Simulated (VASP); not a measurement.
Input of a VASP 6.6.1 run:

File INCAR:

```
PREC = Accurate
ENCUT = 520
EDIFF = 1E-8
ISMEAR = -1
SIGMA = 0.05
LREAL = False
LASPH = True
NELM = 100
ALGO = Normal
ISIF = 2
LWAVE = False
LCHARG = False
GGA = PE
LEFG = True
NBANDS = 12
```

KPOINTS

```
Automatic mesh
0
Gamma
  15 15 15
```

Contents of POSCAR:

```
Ag
1.0
    0.0000000000      2.0431000000      2.0635310000
    2.0431000000      0.0000000000      2.0635310000
    2.0431000000      2.0431000000      0.0000000000
Ag
1
Direct
    0.0000000000      0.0000000000      0.0000000000
```

Potentials or basis: VASP PAW PBE potentials, release 64 (Ag).

Command:

```console
$ cat potpaw_PBE.64/Ag/POTCAR > POTCAR
$ mpirun -np 1 vasp_std > vasp.out
```

(1) Estimate the band gap on the k mesh.

(2) Predict the pressure.

Results:

(1) zero (an odd number of electrons rules out a gap without spin polarisation).

(2) 3.3 GPa.

Caveat: the cell differs from its parent crystal (zz strain of +1 %); the cell stands under pressure; without QUAD_EFG the Cq values of the log hold for a quadrupole moment of 1 mb, not for the nuclei.
